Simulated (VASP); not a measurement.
Write the native input for VASP 6.6.1 that does the following.

| Quantity | Value |
| --- | --- |
| Task | single point |
| Functional | r2SCAN |
| Potentials or basis | VASP PAW PBE potentials, release 64 (Ti_sv, Si) |
| Cutoff | 520 eV |
| k mesh | 6 × 6 × 6 |
| Occupations | gaussian, width 0.1 eV |
| Spin | no spin polarisation |
| Dipole correction | no |
| Further INCAR settings | ALGO = Normal; EDIFF = 1e-06; NBANDS = 15 |

TiSi:

```
Ti Si
1.0
     0.00000    2.37329    2.37329
     2.37329    0.00000    2.37329
     2.37329    2.37329    0.00000
Ti Si
1 1
Cartesian
  0.0000 0.0000 0.0000
  2.3733 2.3733 2.3733
```

One way to write it, as run:

POSCAR

```
TiSi
1.0
    0.0000000000      2.3732924536      2.3732924536
    2.3732924536      0.0000000000      2.3732924536
    2.3732924536      2.3732924536      0.0000000000
Ti Si
1 1
Direct
    0.0000000000      0.0000000000      0.0000000000
    0.5000000000      0.5000000000      0.5000000000
```

INCAR.step1

```
PREC     = Accurate       # precision mode
ENCUT    = 520            # plane-wave cutoff, eV
ISMEAR   = 0              # smearing method
SIGMA    = 0.1            # smearing width, eV
LREAL    = F              # projectors in reciprocal space
LASPH    = T              # aspherical terms in the spheres
NELM     = 100            # most SCF steps
NBANDS   = 15             # bands
GGA      = PE             # functional
ALGO     = Normal         # electronic algorithm
EDIFF    = 1E-4           # SCF threshold, eV
LWAVE    = T              # write WAVECAR
LCHARG   = F              # write CHGCAR
```

INCAR.step2

```
PREC     = Accurate       # precision mode
ENCUT    = 520            # plane-wave cutoff, eV
EDIFF    = 1E-6           # SCF threshold, eV
ISMEAR   = 0              # smearing method
SIGMA    = 0.1            # smearing width, eV
LREAL    = F              # projectors in reciprocal space
LASPH    = T              # aspherical terms in the spheres
NELM     = 100            # most SCF steps
ALGO     = Normal         # electronic algorithm
ISIF     = 2              # what is computed and relaxed
LWAVE    = F              # write WAVECAR
LCHARG   = T              # write CHGCAR
METAGGA  = R2SCAN         # meta-GGA
LMIXTAU  = T            
LELF     = T              # ELF
LVHAR    = T            
NBANDS   = 15             # bands
ISTART   = 1
```

KPOINTS

```
regular mesh
0
Gamma
  6 6 6
```

Potentials or basis: VASP PAW PBE potentials, release 64 (Ti_sv, Si).

Command:

```bash
$ cat potpaw_PBE.64/Ti_sv/POTCAR potpaw_PBE.64/Si/POTCAR > POTCAR
$ cp INCAR.step1 INCAR
$ mpirun -np 1 vasp_std > vasp.out
$ cp INCAR.step2 INCAR
$ mpirun -np 1 vasp_std > vasp.out
```

It gave:

| Property | Result |
| --- | --- |
| Pressure | 36.3 GPa |
| Band gap on the k mesh | zero (bands 8 and 9 overlap by 0.86 eV) |

Caveat: the k points lie up to 0.38 Å⁻¹ apart, too coarse for converged energies and pressures of a metal; the PAW data sets were made with another functional, which shifts forces and pressure a little.

Run time: 60 s on 1 thread of Intel(R) Xeon(R) Platinum 8259CL CPU @ 2.50GHz (Skylake/Cascade Lake) (shared host), peak memory 0.16 GiB.
